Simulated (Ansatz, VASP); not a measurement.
# Two plane-wave programs on KZnF3

```
K Zn F
1.0
     4.05000    0.00000    0.00000
     0.00000    4.05000    0.03037
     0.00000    0.03037    4.05000
K Zn F
1 1 3
Direct
  0.00000 0.00000 0.00000
  0.50000 0.50000 0.50000
  0.50000 0.50000 0.00000
  0.00000 0.50000 0.50000
  0.50000 0.00000 0.50000
```

Change from the starting cell: strain +0.0150 x Voigt [0, 0, 0, 1, 0, 0], atoms carried along.

Alike in both runs: task single point; functional PBE; k mesh 6 × 6 × 6; occupations gaussian, width 0.05 eV; no spin polarisation.

|  | VASP | Ansatz |
| --- | --- | --- |
| version | VASP 6.6.1 | Ansatz 0.2.0 |
| potentials or method | VASP PAW PBE potentials, release 64 (K_sv, Zn, F), cutoff 520 eV | scalar-relativistic, plane waves, PAW |
| valence electrons in the cell | 42 | 42 |

Ansatz gave:

```
gap on the k mesh at the Fermi level (eV)                     : 3.86
least direct gap on the mesh (eV)                             : 5.66
pressure (GPa)                                                : 4.6
traceless stress, the component that is largest in VASP (GPa) : -0.51
```

**Question.** Which values does VASP return?

**Answer.** gap on the k mesh at the Fermi level (eV): 3.79; least direct gap on the mesh (eV): 5.62; pressure (GPa): 5.0; traceless stress, the component that is largest in VASP (GPa): -0.51.
